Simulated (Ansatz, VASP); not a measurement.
# P: VASP beside Ansatz

```
P
1.0
     1.71531    0.99034    2.90759
    -1.71531    0.99034    2.90759
     0.00000   -1.98067    2.90759
P
2
Cartesian
  0.0000 0.0000 2.0418
  0.0000 0.0000 6.6809
```

Alike in both runs: functional PBE; dispersion D3(BJ); k mesh 8 × 8 × 8; occupations gaussian, width 0.05 eV; no spin polarisation.

Ansatz relaxed the structure, and its values are those at the end. VASP's run is a single point on that final structure, the one shown.

```csv
,VASP,Ansatz
version,VASP 6.6.1,Ansatz 0.2.0
potentials or method,"VASP PAW PBE potentials, release 64 (P), cutoff 520 eV","scalar-relativistic, plane waves, PAW"
valence electrons in the cell,10,10
```

```tsv
	VASP	Ansatz	Ansatz less VASP
gap on the k mesh at the Fermi level (eV)	none	none	-
pressure (GPa)	-0.4	-0.1	+0.31
rms of the force components (eV/Å)	0.041	0.015	-0.0264
```

A gap of «none» marks a metal or a gap that the smearing closes.
